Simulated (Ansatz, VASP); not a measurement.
Ta in VASP and in Ansatz

Contents of INCAR:

```
SYSTEM = Ta
PREC = Accurate ; ENCUT = 520
EDIFF = 1E-6 ; ISMEAR = 0
SIGMA = 0.15 ; LREAL = .FALSE.
LASPH = .TRUE. ; NELM = 80
ALGO = Fast ; ISIF = 2
LWAVE = .FALSE. ; LCHARG = .FALSE.
GGA = PS ; NBANDS = 30
```

Contents of KPOINTS:

```
Automatic mesh
0
G
  22 22 7
  0 0 0
```

Contents of POSCAR:

```
Ta
1.0
   -1.6402597622      1.6402597622     -1.6402597622
   -1.6402597622     -1.6402597622      1.6402597622
    0.0000000000     10.8036797361     10.8036797361
Ta
4
Direct
    0.0000000000      0.0000000000      0.5313846123
    0.5000000000      0.5000000000      0.0759120875
    0.0000000000      0.0000000000      0.2277362624
    0.5000000000      0.5000000000      0.3795604373
```

Input for Ansatz:

```yaml
crystal:
  lattice:
    - [-1.6402597622, 1.6402597622, -1.6402597622]
    - [-1.6402597622, -1.6402597622, 1.6402597622]
    - [0.0, 10.8036797361, 10.8036797361]
  atoms:
    - { symbol: Ta, position: [0.0, 0.0, 0.5313846123] }
    - { symbol: Ta, position: [0.5, 0.5, 0.0759120875] }
    - { symbol: Ta, position: [0.0, 0.0, 0.2277362624] }
    - { symbol: Ta, position: [0.5, 0.5, 0.3795604373] }
basis:
  ecutwfc: 420
kpoints:
  mp_grid: { grid: [22, 22, 7] }
hamiltonian:
  xc: pbesol
scf:
  occupations: { method: gaussian, width: 0.15 }
output:
  forces: true
  stress: true
  eigenvalues: true
```

Alike in both runs: task single point; functional PBEsol; k mesh 22 × 22 × 7; occupations gaussian, width 0.15 eV; no spin polarisation.

```csv
,VASP,Ansatz
version,VASP 6.6.1,Ansatz 0.2.0
potentials or method,"VASP PAW PBE potentials, release 64 (Ta_pv), cutoff 520 eV","scalar-relativistic, plane waves, PAW"
valence electrons in the cell,44,52
```

```tsv
	VASP	Ansatz	Ansatz less VASP
gap on the k mesh at the Fermi level (eV)	none	none	-
rms of the force components (eV/Å)	0.258	0.258	-0.0001
```

VASP's potentials were made for PBE, not for PBEsol. Atom by atom the forces differ by 0.004 eV/Å (rms over components). A gap of «none» marks a metal or a gap that the smearing closes. VASP's potentials hold 44 valence electrons a cell and Ansatz's 52, so a difference there can come from the potentials and not from the codes.

Spin-orbit coupling is off throughout.
